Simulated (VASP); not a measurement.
# KI: phonons with r2SCAN

Crystal: KI.

```xyz
2
Lattice="3.3201 3.3201 0.0000 -3.3201 3.3201 0.0000 0.0000 3.3201 3.3201" Properties=species:S:1:pos:R:3 pbc="T T T"
K     0.0000    0.0000    0.0000
I     0.0000    3.3201    0.0000
```

* Program: VASP 6.6.1
* Task: phonons
* Functional: r2SCAN
* Potentials or basis: VASP PAW PBE potentials, release 64 (K_sv, I)
* Cutoff: 520 eV
* k mesh: 6 × 6 × 6
* Occupations: gaussian, width 0.01 eV
* Spin: no spin polarisation
* Dipole correction: no
* Further INCAR settings: ALGO = Normal; EDIFF = 1e-08; NBANDS = 15; IBRION = 6; POTIM = 0.015; NSW = 1

```yaml
Highest_phonon_frequency_at_Γ_LO-TO_splitting_left_out: 152 cm⁻¹
```

Phonon frequencies in cm⁻¹ (negative: imaginary):
```tsv
q point	frequencies
(0.000, 0.000, 0.000)	0 0 0 152 152 152
```

Run time: 13 min on 1 thread of AMD EPYC 9755 128-Core Processor, with other jobs on the host, peak memory 0.22 GiB.

Caveat: the cell stands under pressure or tension, which shifts response properties.
